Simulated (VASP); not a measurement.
The system is Ca.

```
Ca
1.0
     0.00000    2.79420    2.79420
     2.79420    0.00000    2.79420
     2.79420    2.79420    0.00000
Ca
1
Direct
  0.00000 0.00000 0.00000
```

```yaml
Program: VASP 6.6.1
Task: relaxation of cell and atoms
Functional: PBEsol
Potentials_or_basis: VASP PAW PBE potentials, release 64 (Ca_sv)
Cutoff: 600 eV
k_mesh: 6 × 6 × 6
Occupations: gaussian, width 0.05 eV
Spin: no spin polarisation
```

At the start: pressure -1.3 GPa; volume 43.63 Å³/atom.

Task: Where does the relaxation end?

Result: Over 3 steps the energy falls by 14.8 meV/atom and the volume is 40.24 Å³/atom (-7.8 %); space group Fm-3m (No. 225, to 0.05 Å).

The path:
```csv
step,energy change (eV),largest force (eV/Å),pressure (GPa),volume (Å³)
1,0.0000,0.0000,-1.31,43.63
2,-0.0128,0.0000,-0.52,41.42
3,-0.0148,0.0000,-0.01,40.24
```

Final structure:
```xyz
1
Lattice="0.0000 2.7198 2.7198 2.7198 0.0000 2.7198 2.7198 2.7198 0.0000" Properties=species:S:1:pos:R:3 pbc="T T T"
Ca    0.0000    0.0000    0.0000
```

Caveat: the PAW data sets were made with another functional, which shifts forces and pressure a little.
